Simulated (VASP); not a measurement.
# Si (I4_1/amd) in VASP: single point with r2SCAN

Aim: the single point of Si with r2SCAN.

Everything below comes from runs of VASP 6.6.1. Logs are shortened: lines on timing, memory, paths and dates and some standing lists are left out, and cuts for length are marked.

### Step 1. The cell of the first run

It takes space group I4_1/amd (No. 141, tetragonal). The conventional cell has a = 4.081 Å, b = 4.081 Å, c = 5.444 Å, α = 90.00°, β = 90.00°, γ = 90.00°. Within 3.2 Å of Si (site symmetry -4m2) lie 4 Si at 2.45 Å.

### Step 2. Single point, r2SCAN (biaxial xy strain +6.0%)

Input file POSCAR:

```
Si
1.0
    0.0000000000      2.8854460299      2.7221188962
    2.8854460299      0.0000000000      2.7221188962
    2.8854460299      2.8854460299      0.0000000000
Si
2
Direct
    0.0000000000      0.0000000000      0.0000000000
    0.2500000000      0.2500000000      0.2500000000
```

Input file INCAR.step1:

```
SYSTEM = Si
PREC     = Accurate       ! precision mode
ENCUT    = 520            ! plane-wave cutoff, eV
ISMEAR   = 0              ! smearing method
SIGMA    = 0.01           ! smearing width, eV
LREAL    = .FALSE.        ! projectors in reciprocal space
LASPH    = .TRUE.         ! aspherical terms in the spheres
NELM     = 60             ! most SCF steps
NBANDS   = 11             ! bands
GGA      = PE             ! functional
ALGO     = Normal         ! electronic algorithm
EDIFF    = 1E-4           ! SCF threshold, eV
LWAVE    = .TRUE.         ! write WAVECAR
LCHARG   = .FALSE.        ! write CHGCAR
```

Input file INCAR.step2:

```
SYSTEM = Si
PREC     = Accurate       ! precision mode
ENCUT    = 520            ! plane-wave cutoff, eV
EDIFF    = 1E-6           ! SCF threshold, eV
ISMEAR   = 0              ! smearing method
SIGMA    = 0.01           ! smearing width, eV
LREAL    = .FALSE.        ! projectors in reciprocal space
LASPH    = .TRUE.         ! aspherical terms in the spheres
NELM     = 60             ! most SCF steps
ALGO     = Normal         ! electronic algorithm
ISIF     = 2              ! what is computed and relaxed
LWAVE    = .FALSE.        ! write WAVECAR
LCHARG   = .TRUE.         ! write CHGCAR
METAGGA  = R2SCAN         ! meta-GGA
LMIXTAU  = .TRUE.       
LELF     = .TRUE.         ! ELF
LVHAR    = .TRUE.       
NBANDS   = 11             ! bands
ISTART   = 1
```

Input file KPOINTS:

```
regular mesh
0
G
  8 8 8
  0 0 0
```

Potentials or basis: VASP PAW PBE potentials, release 64 (Si).

Launch:

```
$ cat potpaw_PBE.64/Si/POTCAR > POTCAR
$ cp INCAR.step1 INCAR
$ mpirun -np 1 vasp_std > vasp.out
$ cp INCAR.step2 INCAR
$ mpirun -np 1 vasp_std > vasp.out
```

OUTCAR:

```text
SYSTEM = Si
   PREC = Accurate
   ENCUT = 520
   EDIFF = 1E-6
   ISMEAR = 0
   LREAL = .FALSE.
   LASPH = .TRUE.
   NELM = 60
   ISIF = 2
   METAGGA = R2SCAN
   ISTART = 1

 ion  position               nearest neighbor table
   1  0.000  0.000  0.000-   2 2.45   2 2.45   2 2.45   2 2.45
   2  0.250  0.250  0.250-   1 2.45   1 2.45   1 2.45   1 2.45

  LATTYP: Found a body centered tetragonal cell.
 ALAT       =     4.0806369090
 C/A-ratio  =     1.3341637381

  Lattice vectors:

 A1 = (   0.0000000000,  -2.8854460299,  -2.7221188962)
 A2 = (   0.0000000000,   2.8854460299,  -2.7221188962)
 A3 = (   2.8854460299,   0.0000000000,   2.7221188962)

Analysis of symmetry for initial positions (statically):
=====================================================================
 Subroutine PRICEL returns:
 Original cell was already a primitive cell.

 Routine SETGRP: Setting up the symmetry group for a
 body centered tetragonal supercell.

 Subroutine GETGRP returns: Found 16 space group operations
 (whereof  8 operations were pure point group operations)
 out of a pool of 16 trial point group operations.

The static configuration has the point symmetry D_2d.
 The point group associated with its full space group is D_4h.

Analysis of symmetry for dynamics (positions and initial velocities):
=====================================================================
 Subroutine PRICEL returns:
 Original cell was already a primitive cell.

 Routine SETGRP: Setting up the symmetry group for a
 body centered tetragonal supercell.

 Subroutine GETGRP returns: Found 16 space group operations
 (whereof  8 operations were pure point group operations)
 out of a pool of 16 trial point group operations.

The dynamic configuration has the point symmetry D_2d.
 The point group associated with its full space group is D_4h.

 Subroutine INISYM returns: Found 16 space group operations
 (whereof  8 operations are pure point group operations),
 and found     1 'primitive' translations

----------------------------------------------------------------------------------------

                                     Primitive cell

  volume of cell :      45.3276

  direct lattice vectors                    reciprocal lattice vectors
     0.000000000  2.885446030  2.722118896    -0.173283435  0.173283435  0.183680441
     2.885446030  0.000000000  2.722118896     0.173283435 -0.173283435  0.183680441
     2.885446030  2.885446030  0.000000000     0.173283435  0.173283435 -0.183680441

  length of vectors
     3.966828718  3.966828718  4.080636909     0.306256106  0.306256106  0.306256106

  position of ions in fractional coordinates (direct lattice)
     0.000000000  0.000000000  0.000000000
     0.250000000  0.250000000  0.250000000

  ion indices of the primitive-cell ions
   primitive index   ion index
                 1           1
                 2           2

----------------------------------------------------------------------------------------

 KPOINTS: regular mesh

Automatic generation of k-mesh.
 Grid dimensions read from file:
 generate k-points for:    8    8    8

 Generating k-lattice:

  Cartesian coordinates                     Fractional coordinates (reciprocal lattice)
    -0.021660429  0.021660429  0.022960055     0.125000000 -0.000000000  0.000000000
     0.021660429 -0.021660429  0.022960055    -0.000000000  0.125000000  0.000000000
     0.021660429  0.021660429 -0.022960055     0.000000000  0.000000000  0.125000000

  Length of vectors
     0.038282013  0.038282013  0.038282013

  Shift w.r.t. Gamma in fractional coordinates (k-lattice)
     0.000000000  0.000000000  0.000000000

 Subroutine IBZKPT returns following result:
 ===========================================

 Found     59 irreducible k-points:

 Following reciprocal coordinates:
            Coordinates               Weight
  0.000000  0.000000  0.000000      1.000000
  0.125000  0.000000  0.000000      8.000000
  0.250000  0.000000  0.000000      8.000000
  0.375000  0.000000  0.000000      8.000000
  0.500000  0.000000  0.000000      4.000000
  0.125000  0.125000  0.000000      2.000000
[... 16 lines left out ...]
  0.250000  0.000000  0.125000     16.000000
  0.375000 -0.000000  0.125000     16.000000
 [... further k-points ...]
   k-points           NKPTS =     59   k-points in BZ     NKDIM =     59   number of bands    NBANDS=     11
   number of dos      NEDOS =    301   number of ions     NIONS =      2
   total plane-waves  NPLWV =  27000
   dimension x,y,z NGX =    30 NGY =   30 NGZ =   30
   dimension x,y,z NGXF=    60 NGYF=   60 NGZF=   60
   ions per type =               2
   NGX,Y,Z   is equivalent  to a cutoff of  12.57, 12.57, 12.22 a.u.
   NGXF,Y,Z  is equivalent  to a cutoff of  25.15, 25.15, 24.44 a.u.
 SYSTEM =  Si
   PREC   = accura    normal or accurate (medium, high low for compatibility)
   ISTART =      1    job   : 0-new  1-cont  2-samecut
   ICHARG =      0    charge: 1-file 2-atom 10-const
   ISPIN  =      1    spin polarized calculation?
   LNONCOLLINEAR =      F non collinear calculations
   LSORBIT =      F    spin-orbit coupling
   LASPH  =      T    aspherical Exc in radial PAW
   ENCUT  =  520.0 eV  38.22 Ry    6.18 a.u.   7.38  7.38  7.59*2*pi/ulx,y,z
   NELM   =     60;   NELMIN=  2; NELMDL=  0     # of ELM steps
   EDIFF  = 0.1E-05   stopping-criterion for ELM
   LREAL  =      F    real-space projection
   EDIFFG = 0.1E-04   stopping-criterion for IOM
   NSW    =      0    number of steps for IOM
   IBRION =     -1    ionic relax: 0-MD 1-quasi-New 2-CG
   NFREE  =      0    steps in history (QN), initial steepest desc. (CG)
   ISIF   =      2    stress and relaxation
   ISYM   =      2    0-nonsym 1-usesym 2-fastsym
   POTIM  = 0.5000    time-step for ionic-motion
   TEBEG  =    0.0;   TEEND  =   0.0 temperature during run
   PSTRESS=    0.0 pullay stress
   NELECT =       8.0000    total number of electrons
   NUPDOWN=      -1.0000    fix difference up-down
   EMIN   =  10.00;   EMAX   =-10.00  energy-range for DOS
   EFERMI =   0.00;   METHOD = LEGACY
   ISMEAR =     0;   SIGMA  =   0.01  broadening in eV -4-tet -1-fermi 0-gaus
   EFERMI_NEDOS =   21; number of points for ismear=-14 and -15
   IALGO  =     38    algorithm
   IMIX   =      4    mixing-type and parameters
     AMIX     =   0.40;   BMIX     =  1.00
     AMIX_MAG =   1.60;   BMIX_MAG =  1.00
  volume/ion in A,a.u.               =      22.66       152.94
  Fermi-wavevector in a.u.,A,eV,Ry     =   0.918298  1.735332 11.473411  0.843272
  Thomas-Fermi vector in A             =   2.043364
   LORBIT       =      0    0 simple, 1 ext, 2 COOP (PROOUT), +10 PAW based schemes
   METAGGA = R2SCAN    functional components
   LHFCALC =     F    Hartree Fock is set to
   AEXX    =    0.0000 exact exchange contribution
   IVDW    =     0    specifies the selected vdW correction
   LEPSILON=     F    determine dielectric tensor
   LRPA    =     F    only Hartree local field effects (RPA)
 non-spin polarized calculation
 Gauss-broadening in eV      SIGMA  =   0.01
  energy-cutoff  :      520.00
  volume of cell :       45.33
 maximum number of plane-waves:      1235
 NGX is ok and might be reduce to    30
   NGX = 15   NGY = 15   NGZ = 15

 number of electron       7.9999999 magnetization

 Free energy of the ion-electron system (eV)
  ---------------------------------------------------
  ext. energy  EPLUGINS =         0.00000000
  ---------------------------------------------------
  free energy    TOTEN  =       -17.35804846 eV

  energy without entropy =      -17.35804846  energy(sigma->0) =      -17.35804846

 E-fermi :   4.8932     XC(G=0):  -9.3716

 val. band max:        4.8093672996   @ k =   0.0000   0.0000   0.0000
 cond. band min:       5.1854769797   @ k =   0.3750   0.3750   0.0000
 fundamental gap:      0.3761096801
 Fermi energy:         4.8931692822

 k-point     1 :       0.0000    0.0000    0.0000
  band No.  band energies     occupation
      1      -7.1399      2.00000
      2       4.4228      2.00000
      3       4.4228      2.00000
      4       4.8094      2.00000
      5       7.0280      0.00000
      6       7.0862      0.00000
      7       7.3398      0.00000
      8       7.3398      0.00000
      9      12.1217      0.00000
     10      12.6977      0.00000
     11      13.0560      0.00000

 k-point     2 :       0.1250    0.0000    0.0000
  band No.  band energies     occupation
      1      -6.9466      2.00000
      2       2.9246      2.00000
      3       4.1322      2.00000
      4       4.4425      2.00000
      5       6.8788      0.00000
      6       7.5946      0.00000
      7       7.7187      0.00000
      8       8.7430      0.00000
      9      11.8007      0.00000
     10      12.5116      0.00000
     11      13.4340      0.00000

 k-point     3 :       0.2500    0.0000    0.0000
  band No.  band energies     occupation
      1      -6.3850      2.00000
      2       0.6865      2.00000
      3       3.6338      2.00000
      4       4.0239      2.00000
      5       6.3875      0.00000
      6       8.1430      0.00000
      7       8.2583      0.00000
      8      11.0080      0.00000
      9      12.0180      0.00000
     10      12.2383      0.00000
     11      13.9015      0.00000

 k-point     4 :       0.3750    0.0000    0.0000
  band No.  band energies     occupation
      1      -5.5558      2.00000
      2      -1.2269      2.00000
      3       3.2719      2.00000
      4       3.7363      2.00000
      5       6.0082      0.00000
      6       8.0771      0.00000
      7       8.4716      0.00000
      8      12.6621      0.00000
      9      13.0980      0.00000
     10      13.5517      0.00000
     11      14.1648      0.00000

 k-point     5 :       0.5000    0.0000    0.0000
  band No.  band energies     occupation
      1      -4.9889      2.00000
      2      -2.1635      2.00000
      3       3.1451      2.00000
      4       3.6383      2.00000
      5       5.8722      0.00000
      6       7.9814      0.00000
      7       8.4520      0.00000
      8      12.6803      0.00000
      9      14.9630      0.00000
     10      15.1256      0.00000
     11      15.7200      0.00000
[... 211 lines left out ...]
 k-point    21 :       0.5000    0.5000    0.0000
  band No.  band energies     occupation
      1      -3.0189      2.00000
      2      -3.0189      2.00000
      3       1.6005      2.00000
      4       1.6005      2.00000
      5       5.3782      0.00000
      6       5.3782      0.00000
      7      14.2855      0.00000
      8      14.2855      0.00000
      9      15.8849      0.00000
     10      15.8849      0.00000
     11      17.1482      0.00000

 k-point    22 :       0.1250    0.0000    0.1250
  band No.  band energies     occupation
      1      -6.8896      2.00000
      2       2.9692      2.00000
      3       3.7669      2.00000
      4       4.0239      2.00000
      5       6.8851      0.00000
      6       8.0395      0.00000
      7       8.2938      0.00000
      8       8.4944      0.00000
      9      11.0916      0.00000
     10      13.0694      0.00000
     11      13.6465      0.00000

 k-point    23 :       0.2500    0.0000    0.1250
  band No.  band energies     occupation
      1      -6.4544      2.00000
      2       1.2707      2.00000
      3       3.2532      2.00000
      4       3.5098      2.00000
      5       7.0103      0.00000
      6       7.9723      0.00000
      7       9.0806      0.00000
      8       9.4850      0.00000
      9      11.6402      0.00000
     10      13.1483      0.00000
     11      14.7011      0.00000

 k-point    24 :       0.3750   -0.0000    0.1250
  band No.  band energies     occupation
      1      -5.6970      2.00000
      2      -0.6362      2.00000
      3       2.6604      2.00000
      4       3.2161      2.00000
      5       6.9605      0.00000
      6       8.0436      0.00000
      7       9.2977      0.00000
      8      10.3745      0.00000
      9      13.6115      0.00000
     10      14.0507      0.00000
     11      14.6088      0.00000

 [... further k-points ...]
[... 5 lines left out ...]
  --------------------------------------------------------------------------------------
  -------------------------------------------------------------------------------------
  Total       -3.0659506     -3.0659506     -1.5229014      0.0000000     -0.0000000      0.0000000
  in kB     -108.3709157   -108.3709157    -53.8293786      0.0000000     -0.0000000      0.0000000
  external PRESSURE =     -90.1904033 kB  Pullay stress =       0.0000000 kB

 VOLUME and BASIS-vectors are now :
 -----------------------------------------------------------------------------
  energy-cutoff  :      520.00
  volume of cell :       45.33
      direct lattice vectors                 reciprocal lattice vectors
     0.000000000  2.885446030  2.722118896    -0.173283435  0.173283435  0.183680441
     2.885446030  0.000000000  2.722118896     0.173283435 -0.173283435  0.183680441
     2.885446030  2.885446030  0.000000000     0.173283435  0.173283435 -0.183680441

 POSITION                                       TOTAL-FORCE (eV/Angst)
 -----------------------------------------------------------------------------------
      0.00000      0.00000      0.00000        -0.000000     -0.000000      0.000000
      1.44272      1.44272      1.36106         0.000000      0.000000     -0.000000
 -----------------------------------------------------------------------------------
    total drift:                               -0.000000     -0.000000     -0.000000

  FREE ENERGIE OF THE ION-ELECTRON SYSTEM (eV)
  ---------------------------------------------------
  free  energy   TOTEN  =       -17.3580484637 eV

  energy  without entropy=      -17.3580484637  energy(sigma->0) =      -17.35804846
```

Wall time 40 s (1 thread of Intel Xeon 6975P-C (Granite Rapids), shared host); peak memory 0.17 GiB.

Results:

```
Free energy            : -17.3580 eV
Pressure               : -9.0 GPa
Band gap on the k mesh : 0.38 eV (least direct gap 2.22 eV)
```

Levels at points of the mesh, in eV from the valence-band top:
```csv
k point,band 2,band 3,band 4,band 5,band 6,band 7
"(0.00, 0.00, 0.00)",-0.39,-0.39,0.00,2.22,2.28,2.53
"(0.50, 0.00, 0.00)",-6.97,-1.66,-1.17,1.06,3.17,3.64
"(0.50, 0.50, 0.00)",-7.83,-3.21,-3.21,0.57,0.57,9.48
"(0.50, 0.00, 0.50)",-8.13,-2.80,-2.80,1.02,1.02,9.23
```

Caveat: the cell differs from its parent crystal (biaxial xy strain +6.0%); the cell stands under tension; the PAW data sets were made with another functional, which shifts forces and pressure a little. A k mesh can miss the band edges.
